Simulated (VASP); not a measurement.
# WC (P1) in VASP: a series of runs

The runs below take WC through single point, with PBE.

Everything below comes from runs of VASP 6.6.1. Logs are shortened: lines on timing, memory, paths and dates and some standing lists are left out, and cuts for length are marked.

**1. The cell of the first run**

The typed cell holds 16 atoms: a = 6.068 Å, b = 5.255 Å, c = 5.937 Å, α = 90.00°, β = 90.00°, γ = 90.00°.

**2. Single point, PBE**

The input, INCAR:

```
PREC = Accurate
ENCUT = 520
EDIFF = 1E-6
ISMEAR = -1
SIGMA = 0.3
LREAL = Auto
LASPH = T
NELM = 60
ALGO = Normal
ISIF = 2
LWAVE = F
LCHARG = T
GGA = PE
LELF = T
LVHAR = T
NBANDS = 86
```

The input, KPOINTS:

```
Automatic mesh
0
Gamma
  2 2 2
```

The input, POSCAR:

```
WC
1.0
   -3.0337950000     -5.2546860000      0.0000000000
    4.5506920000     -2.6273430000      0.0000000000
    0.0000000000      0.0000000000      5.9366490000
W C
8 8
Direct
    0.7156158556      0.5079517148      0.0157159367
    0.7514807141      0.5114691201      0.5083339103
    0.4874173370      0.0155194594      0.0039079285
    0.4995270010      0.0013102443      0.4936118002
    0.2537294156      0.4981578697      0.0170971873
    0.2435802416      0.5091692690      0.4982777321
   -0.0065456645      0.0010639691      0.0007411589
    0.0266136359      0.0037885042      0.4968291034
    0.5070302196      0.6770015956      0.2554471386
    0.4706155180      0.6861925627      0.7486041368
    0.2503226864      0.1729248462      0.2405902724
    0.2315913871      0.1829833336      0.7669646631
    0.0155124491      0.6794266873      0.2326565037
    0.0149215306      0.6858229177      0.7498674757
    0.7765703984      0.1582078927      0.2570305234
    0.7298267945      0.1889701347      0.7317427727
```

Potentials or basis: VASP PAW PBE potentials, release 64 (W_sv, C).

On the command line:

```console
> cat potpaw_PBE.64/W_sv/POTCAR potpaw_PBE.64/C/POTCAR > POTCAR
> mpirun -np 1 vasp_std > vasp.out
```

OUTCAR:

```text
PREC = Accurate
   ENCUT = 520
   EDIFF = 1E-6
   ISMEAR = -1
   LREAL = Auto
   LASPH = T
   NELM = 60
   ISIF = 2
   GGA = PE

 ion  position               nearest neighbor table
   1  0.716  0.508  0.016-   9 2.10  15 2.36  10 2.37  16 2.38  13 2.40  14 2.58   5 2.80   2 2.93
                             3 2.94   3 3.01   2 3.02   7 3.09   7 3.15   5 3.27
   2  0.751  0.511  0.508-  16 2.16   9 2.28  14 2.33  15 2.39  10 2.40  13 2.45   1 2.93   6 2.99
                             4 2.99   1 3.02   8 3.08   6 3.08   4 3.09   8 3.15
   3  0.487  0.016  0.004-  11 2.17  12 2.27  10 2.30   9 2.33  16 2.37  15 2.43   5 2.91   4 2.91
                             1 2.94   7 3.00   1 3.01   4 3.03   5 3.07   7 3.07
   4  0.500  0.001  0.494-   9 2.21  16 2.22  10 2.25  11 2.31  15 2.34  12 2.49   8 2.87   3 2.91
                             2 2.99   6 3.02   3 3.03   2 3.09   6 3.09   8 3.20
   5  0.254  0.498  0.017-  13 2.15  11 2.16  12 2.23   9 2.29  10 2.29  14 2.36   1 2.80   6 2.86
                             3 2.91   7 3.05   3 3.07   7 3.08   6 3.08   1 3.27
   6  0.244  0.509  0.498-  10 2.23  14 2.24  13 2.28   9 2.33  11 2.34  12 2.34   5 2.86   8 2.91
                             8 2.96   2 2.99   4 3.02   5 3.08   2 3.08   4 3.09
   7  0.993  0.001  0.001-  15 2.17  13 2.18  12 2.22  14 2.23  11 2.30  16 2.47   8 2.95   3 3.00
                             8 3.00   5 3.05   3 3.07   5 3.08   1 3.09   1 3.15
   8  0.027  0.004  0.497-  11 2.22  15 2.23  12 2.24  14 2.25  13 2.32  16 2.48   4 2.87   6 2.91
                             7 2.95   6 2.96   7 3.00   2 3.08   2 3.15   4 3.20
   9  0.507  0.677  0.255-   1 2.10   4 2.21   2 2.28   5 2.29   3 2.33   6 2.33
  10  0.471  0.686  0.749-   6 2.23   4 2.25   5 2.29   3 2.30   1 2.37   2 2.40
  11  0.250  0.173  0.241-   5 2.16   3 2.17   8 2.22   7 2.30   4 2.31   6 2.34
  12  0.232  0.183  0.767-   7 2.22   5 2.23   8 2.24   3 2.27   6 2.34   4 2.49
  13  0.016  0.679  0.233-   5 2.15   7 2.18   6 2.28   8 2.32   1 2.40   2 2.45
  14  0.015  0.686  0.750-   7 2.23   6 2.24   8 2.25   2 2.33   5 2.36   1 2.58
  15  0.777  0.158  0.257-   7 2.17   8 2.23   4 2.34   1 2.36   2 2.39   3 2.43
  16  0.730  0.189  0.732-   2 2.16   4 2.22   3 2.37   1 2.38   7 2.47   8 2.48

  LATTYP: Found a simple orthorhombic cell.
 ALAT       =     5.2546863768
 B/A-ratio  =     1.1297817937
 C/A-ratio  =     1.1547005149

  Lattice vectors:

 A1 = (   4.5506920000,  -2.6273430000,   0.0000000000)
 A2 = (   0.0000000000,   0.0000000000,   5.9366490000)
 A3 = (  -3.0337950000,  -5.2546860000,   0.0000000000)

Analysis of symmetry for initial positions (statically):
=====================================================================
 Subroutine PRICEL returns:
 Original cell was already a primitive cell.

 Routine SETGRP: Setting up the symmetry group for a
 simple orthorhombic supercell.

 Subroutine GETGRP returns: Found  1 space group operations
 (whereof  1 operations were pure point group operations)
 out of a pool of  8 trial point group operations.

The static configuration has the point symmetry C_1 .

Analysis of symmetry for dynamics (positions and initial velocities):
=====================================================================
 Subroutine PRICEL returns:
 Original cell was already a primitive cell.

 Routine SETGRP: Setting up the symmetry group for a
 simple orthorhombic supercell.

 Subroutine GETGRP returns: Found  1 space group operations
 (whereof  1 operations were pure point group operations)
 out of a pool of  8 trial point group operations.

The dynamic configuration has the point symmetry C_1 .

 Subroutine INISYM returns: Found  1 space group operations
 (whereof  1 operations are pure point group operations),
 and found     1 'primitive' translations

----------------------------------------------------------------------------------------

                                     Primitive cell

  volume of cell :     189.2798

  direct lattice vectors                    reciprocal lattice vectors
    -3.033795000 -5.254686000  0.000000000    -0.082405047 -0.142729742  0.000000000
     4.550692000 -2.627343000  0.000000000     0.164810095 -0.095153172  0.000000000
     0.000000000  0.000000000  5.936649000     0.000000000  0.000000000  0.168445195

  length of vectors
     6.067589065  5.254686377  5.936649000     0.164810107  0.190306315  0.168445195

  position of ions in fractional coordinates (direct lattice)
     0.715615856  0.507951715  0.015715937
     0.751480714  0.511469120  0.508333910
     0.487417337  0.015519459  0.003907928
     0.499527001  0.001310244  0.493611800
     0.253729416  0.498157870  0.017097187
     0.243580242  0.509169269  0.498277732
[... 8 lines left out ...]
     0.776570398  0.158207893  0.257030523
     0.729826794  0.188970135  0.731742773

  ion indices of the primitive-cell ions
   primitive index   ion index
                 1           1
[... 52 lines left out ...]
   NGXF,Y,Z  is equivalent  to a cutoff of  26.30, 25.31, 26.88 a.u.
 SYSTEM =  unknown system
   PREC   = accura    normal or accurate (medium, high low for compatibility)
   ISTART =      0    job   : 0-new  1-cont  2-samecut
   ICHARG =      2    charge: 1-file 2-atom 10-const
   ISPIN  =      1    spin polarized calculation?
   LNONCOLLINEAR =      F non collinear calculations
   LSORBIT =      F    spin-orbit coupling
   LASPH  =      T    aspherical Exc in radial PAW
   ENCUT  =  520.0 eV  38.22 Ry    6.18 a.u.  11.28  9.77 11.04*2*pi/ulx,y,z
   NELM   =     60;   NELMIN=  2; NELMDL= -5     # of ELM steps
   EDIFF  = 0.1E-05   stopping-criterion for ELM
   LREAL  =      T    real-space projection
   EDIFFG = 0.1E-04   stopping-criterion for IOM
   NSW    =      0    number of steps for IOM
   IBRION =     -1    ionic relax: 0-MD 1-quasi-New 2-CG
   NFREE  =      0    steps in history (QN), initial steepest desc. (CG)
   ISIF   =      2    stress and relaxation
   ISYM   =      2    0-nonsym 1-usesym 2-fastsym
   POTIM  = 0.5000    time-step for ionic-motion
   TEBEG  =    0.0;   TEEND  =   0.0 temperature during run
   PSTRESS=    0.0 pullay stress
   NELECT =     144.0000    total number of electrons
   NUPDOWN=      -1.0000    fix difference up-down
   EMIN   =  10.00;   EMAX   =-10.00  energy-range for DOS
   EFERMI =   0.00;   METHOD = LEGACY
   ISMEAR =    -1;   SIGMA  =   0.30  broadening in eV -4-tet -1-fermi 0-gaus
   EFERMI_NEDOS =   21; number of points for ismear=-14 and -15
   IALGO  =     38    algorithm
   IMIX   =      4    mixing-type and parameters
     AMIX     =   0.40;   BMIX     =  1.00
     AMIX_MAG =   1.60;   BMIX_MAG =  1.00
  volume/ion in A,a.u.               =      11.83        79.83
  Fermi-wavevector in a.u.,A,eV,Ry     =   1.494494  2.824184 30.388786  2.233513
  Thomas-Fermi vector in A             =   2.606760
   LORBIT       =      0    0 simple, 1 ext, 2 COOP (PROOUT), +10 PAW based schemes
   GGA     = PE    functional components
   LHFCALC =     F    Hartree Fock is set to
   AEXX    =    0.0000 exact exchange contribution
   IVDW    =     0    specifies the selected vdW correction
   LEPSILON=     F    determine dielectric tensor
   LRPA    =     F    only Hartree local field effects (RPA)
 non-spin polarized calculation
  energy-cutoff  :      520.00
  volume of cell :      189.28
 maximum number of plane-waves:      5116
 NGX is ok and might be reduce to    48
   NGX = 23   NGY = 19   NGZ = 23

 number of electron     144.0000002 magnetization

 Free energy of the ion-electron system (eV)
  ---------------------------------------------------
  ext. energy  EPLUGINS =         0.00000000
  ---------------------------------------------------
  free energy    TOTEN  =      -175.45503469 eV

  energy without entropy =     -174.00539793  energy(sigma->0) =     -174.73021631

 E-fermi :   9.6715     XC(G=0): -13.0650

 val. band max:        9.5493742344   @ k =   0.0000   0.5000   0.0000
 cond. band min:       9.6723971079   @ k =   0.0000   0.0000   0.0000
 fundamental gap:      0.1230228734
 Fermi energy:         9.6714901313

 k-point     1 :       0.0000    0.0000    0.0000
  band No.  band energies     occupation
      1     -64.9261      2.00000
      2     -64.8981      2.00000
      3     -64.8817      2.00000
      4     -64.8692      2.00000
      5     -64.8637      2.00000
      6     -64.8584      2.00000
[... 685 lines left out ...]
     83      12.6043      0.00011
     84      12.7504      0.00007
 [bands above 84 left out]

------------------------ aborting loop because EDIFF is reached ----------------------------------------

  FORCE on cell =-STRESS in cart. coord.  units (eV):
  Direction    XX          YY          ZZ          XY          YZ          ZX
  --------------------------------------------------------------------------------------
  -------------------------------------------------------------------------------------
  Total      -29.4935865    -30.8838076    -40.9463433      0.7528697      2.0172350      1.4829900
  in kB     -249.6513025   -261.4189634   -346.5942656      6.3727382     17.0750800     12.5529116
  external PRESSURE =    -285.8881772 kB  Pullay stress =       0.0000000 kB

 VOLUME and BASIS-vectors are now :
 -----------------------------------------------------------------------------
  energy-cutoff  :      520.00
  volume of cell :      189.28
      direct lattice vectors                 reciprocal lattice vectors
    -3.033795000 -5.254686000  0.000000000    -0.082405047 -0.142729742  0.000000000
     4.550692000 -2.627343000  0.000000000     0.164810095 -0.095153172  0.000000000
     0.000000000  0.000000000  5.936649000     0.000000000  0.000000000  0.168445195

 POSITION                                       TOTAL-FORCE (eV/Angst)
 -----------------------------------------------------------------------------------
      0.14050     -5.09490      0.09330        -1.777715     -2.528432     -1.569828
      0.04770     -5.29260      3.01780        -0.239165      0.139456     -0.264866
     -1.40810     -2.60200      0.02320        -1.242816     -0.735196     -0.746585
     -1.50950     -2.62830      2.93040         0.459946     -0.679206      0.988089
      1.49720     -2.64210      0.10150         1.753067      0.322761     -2.413983
      1.57810     -2.61770      2.95810         0.040081     -0.351911      1.022080
[... 8 lines left out ...]
     -1.63600     -4.49630      1.52590         1.698290      1.046057     -0.145245
     -1.35420     -4.33150      4.34410        -0.696773     -0.059828      1.126274
 -----------------------------------------------------------------------------------
    total drift:                                0.019561      0.007289     -0.013827

  FREE ENERGIE OF THE ION-ELECTRON SYSTEM (eV)
  ---------------------------------------------------
  free  energy   TOTEN  =      -175.4550346902 eV

  energy  without entropy=     -174.0053979307  energy(sigma->0) =     -174.73021631
```

Wall time 6 min (1 thread of Intel Xeon Platinum 8375C at 2.90GHz (Ice Lake), shared host); peak memory 0.33 GiB.

What came out:

```
Free energy            : -175.4550 eV
Pressure               : -28.6 GPa
Largest force          : 3.467 eV/Å
Band gap on the k mesh : zero (band 72 reaches 9.82 eV, above the bottom of band 73 at 9.67 eV)
```

Forces on the atoms (eV/Å):
```
W   -1.778 -2.528 -1.570
W   -0.239  0.139 -0.265
W   -1.243 -0.735 -0.747
W    0.460 -0.679  0.988
W    1.753  0.323 -2.414
W    0.040 -0.352  1.022
W    0.299 -0.600 -0.418
W    1.705  1.871  0.741
C    0.122  0.632  0.381
C   -1.104 -1.056  0.137
C   -0.498  0.009  0.772
C   -0.680 -0.393 -0.707
C    0.000  1.027  1.362
C    0.161  1.357 -0.264
C    1.698  1.046 -0.145
C   -0.697 -0.060  1.126
```

Caveat: the k points lie up to 0.60 Å⁻¹ apart; spin-orbit coupling is left out, which moves the levels of the heavy elements; forces of over 1 eV/Å act on the atoms, so gaps and moduli don't describe the material at rest.

**3. Single point, PBE**

The input, INCAR:

```
SYSTEM = WC
ALGO     = Normal         ! electronic algorithm
EDIFF    = 1E-7           ! SCF threshold, eV
ENCUT    = 520            ! plane-wave cutoff, eV
GGA      = PE             ! functional
ISIF     = 2              ! what is computed and relaxed
ISMEAR   = -1             ! smearing method
LASPH    = .TRUE.         ! aspherical terms in the spheres
LCHARG   = .FALSE.        ! write CHGCAR
LREAL    = Auto         
LWAVE    = .FALSE.        ! write WAVECAR
NBANDS   = 86             ! bands
NELM     = 60             ! most SCF steps
PREC     = Accurate       ! precision mode
SIGMA    = 0.3            ! smearing width, eV
```

The input, KPOINTS:

```
k-points
0
G
  2 2 2
  0 0 0
```

The input, POSCAR:

```
WC
1.0
   -3.0337950000     -5.2546860000      0.0000000000
    4.5506920000     -2.6273430000      0.0000000000
    0.0000000000      0.0000000000      5.9366490000
W C
8 8
Direct
    0.7491165060      0.4677455451      0.0291578633
    0.7019003805      0.5372857282      0.5037858900
    0.4823054890      0.0078924218      0.0201797344
    0.5054947722      0.0250000467      0.5407764549
    0.2313044146      0.5325410237      0.0372600772
    0.2188335454      0.4930450393      0.5267955037
    0.0306309214      0.0381541832      0.0229759246
   -0.0117673651     -0.0024611143      0.5084181329
    0.5212021109      0.6788023356      0.2364970541
    0.4242464967      0.7343228020      0.7474755540
    0.2919927877      0.2041109922      0.2688216871
    0.2497860803      0.1933331813      0.7782504911
   -0.0194466949      0.6965539998      0.2806802289
    0.0077901451      0.6982968092      0.7978743564
    0.7821512787      0.1693119725      0.2659244298
    0.7487710919      0.1454104112      0.7745446968
```

Potentials or basis: VASP PAW PBE potentials, release 64 (W_sv, C).

On the command line:

```console
> cat potpaw_PBE.64/W_sv/POTCAR potpaw_PBE.64/C/POTCAR > POTCAR
> mpirun -np 1 vasp_std > vasp.out
```

Wall time 7.4 min (1 thread of Intel Xeon Platinum 8375C at 2.90GHz (Ice Lake), shared host); peak memory 0.33 GiB.

The run converged. Its results:

| Property | Result |
| --- | --- |
| Free energy | -172.4327 eV |
| Pressure | -20.0 GPa |
| Largest force | 3.493 eV/Å |
| Band gap on the k mesh | zero (band 72 reaches 9.82 eV, above the bottom of band 73 at 9.79 eV) |

Forces on the atoms (eV/Å):
```
W    2.433 -1.540 -0.867
W   -2.491 -1.753  1.711
W   -0.942 -2.498  0.535
W    0.962  0.050 -2.301
W   -1.072 -0.986 -1.457
W    1.422 -1.926  0.401
W   -0.632  3.413 -0.283
W    0.668 -0.989  2.571
C    1.055  1.128  0.610
C   -3.412  0.283  0.238
C    0.124  2.182  0.399
C    0.538  0.257 -0.636
C   -1.953 -0.009 -0.385
C    0.152  1.892 -0.962
C    1.538  0.926  0.097
C    1.609 -0.430  0.328
```

Stress tensor (GPa, compression positive):
```
-15.95  -0.18  -2.69
 -0.18 -18.47   0.31
 -2.69   0.31 -25.67
```

Levels at points of the mesh, in eV from the Fermi level:
```
           k point  band 68  band 69  band 70  band 71  band 72  band 73  band 74  band 75  band 76  band 77
(0.00, 0.00, 0.00)    -1.04    -0.77    -0.58    -0.38    -0.09     0.10     0.46     0.61     0.91     1.23
(0.50, 0.00, 0.00)    -1.11    -0.94    -0.82    -0.19     0.07     0.16     0.41     0.64     0.80     1.14
(0.00, 0.50, 0.00)    -1.57    -1.13    -0.67    -0.32     0.04     0.73     1.08     1.19     1.33     1.64
(0.50, 0.50, 0.00)    -1.70    -1.45    -1.09    -1.09    -0.79     0.71     0.89     1.05     1.26     1.49
(0.00, 0.00, 0.50)    -1.36    -1.01    -0.98    -0.31     0.04     0.24     0.43     0.71     1.31     1.75
(0.50, 0.00, 0.50)    -1.26    -1.03    -0.74    -0.68    -0.18     0.16     0.26     0.27     0.50     1.74
(0.00, 0.50, 0.50)    -1.42    -1.25    -1.11    -1.03    -0.63     0.04     0.53     0.57     0.96     1.64
(0.50, 0.50, 0.50)    -1.47    -1.25    -1.08    -0.75    -0.50     0.16     0.74     0.89     1.19     1.33
```

Caveat: the k points lie up to 0.60 Å⁻¹ apart; spin-orbit coupling is left out, which moves the levels of the heavy elements; forces of over 1 eV/Å act on the atoms, so gaps and moduli don't describe the material at rest.

**4. Single point, PBE**

The input, INCAR:

```
ALGO = Normal
EDIFF = 1E-6
ENCUT = 520
GGA = PE
ISIF = 2
ISMEAR = -1
LASPH = T
LCHARG = T
LELF = T
LREAL = Auto
LVHAR = T
LWAVE = F
NBANDS = 86
NELM = 80
PREC = Accurate
SIGMA = 0.3
```

The input, KPOINTS:

```
k-points
0
Gamma
  2 2 2
```

The input, POSCAR:

```
WC
1.0
   -3.0337950000     -5.2546860000      0.0000000000
    4.5506920000     -2.6273430000      0.0000000000
    0.0000000000      0.0000000000      5.9366490000
W C
8 8
Direct
    0.7099186167      0.4729495096      0.0575240342
    0.7392215932      0.4865077165      0.5682667107
    0.4690889157     -0.0036215136      0.0331837035
    0.5082844586      0.0055663730      0.5402205857
    0.1968727477      0.5443505202      0.0658115378
    0.2371357853      0.5412410595      0.5732863776
    0.0009835319      0.0587787163      0.0694667985
    0.0223234053      0.0428560393      0.5269302598
    0.5552925753      0.7173071345      0.2755594949
    0.4797329075      0.6676152322      0.7882729803
    0.2244402252      0.1836216630      0.3084231525
    0.2875417025      0.1778064917      0.8112657494
    0.0074404648      0.6643984794      0.3299672930
    0.0129388129      0.6820619162      0.7920293081
    0.7679899078      0.2008318608      0.3073451033
    0.7745880179      0.1670825570      0.7851735887
```

On the command line:

```console
> cat potpaw_PBE.64/W_sv/POTCAR potpaw_PBE.64/C/POTCAR > POTCAR
> mpirun -np 1 vasp_std > vasp.out
```

It took 6.3 min on 1 thread of Intel Xeon Platinum 8375C at 2.90GHz (Ice Lake), shared host; peak memory 0.33 GiB.

It converged, with:

```yaml
Free_energy: -170.9779 eV
Pressure: -14.3 GPa
Largest_force: 6.813 eV/Å
Band_gap_on_the_k_mesh: zero (band 72 reaches 9.97 eV, above the bottom of band 73 at 9.86 eV)
```

Forces on the atoms (eV/Å):
```
W    1.521 -2.567 -0.844
W    2.238 -2.460 -1.520
W   -0.798 -3.155  1.566
W    0.043 -0.507  0.240
W   -2.988 -1.901 -0.994
W   -2.759  0.926 -1.636
W   -2.412  1.714 -3.230
W   -1.774  4.352  4.933
C    0.073  2.546  1.944
C    0.253 -1.477  0.994
C   -0.035 -4.019 -1.340
C    2.895  2.331 -1.975
C    2.199  0.063 -0.355
C    1.032  1.613  0.958
C   -0.294  1.696  0.601
C    0.806  0.846  0.658
```

Stress tensor (GPa, compression positive):
```
-15.14   0.10  -2.39
  0.10 -13.65   0.87
 -2.39   0.87 -14.23
```

Levels at points of the mesh, in eV from the Fermi level:
```csv
k point,band 70,band 71,band 72,band 73,band 74,band 75
"(0.00, 0.00, 0.00)",-0.67,-0.49,0.04,0.21,0.60,0.71
"(0.50, 0.00, 0.00)",-0.77,-0.17,0.12,0.28,0.43,0.46
"(0.00, 0.50, 0.00)",-0.39,-0.10,0.19,0.32,0.97,1.06
"(0.50, 0.50, 0.00)",-0.98,-0.45,-0.23,0.55,0.98,1.04
"(0.00, 0.00, 0.50)",-0.86,-0.48,-0.33,0.14,0.53,0.58
"(0.50, 0.00, 0.50)",-0.94,-0.82,-0.61,0.08,0.18,0.42
"(0.00, 0.50, 0.50)",-1.20,-0.92,-0.56,0.15,0.38,0.62
"(0.50, 0.50, 0.50)",-1.14,-0.92,-0.75,0.51,0.59,0.76
```

Caveat: the k points lie up to 0.60 Å⁻¹ apart; spin-orbit coupling is left out, which moves the levels of the heavy elements; forces of over 1 eV/Å act on the atoms, so gaps and moduli don't describe the material at rest.
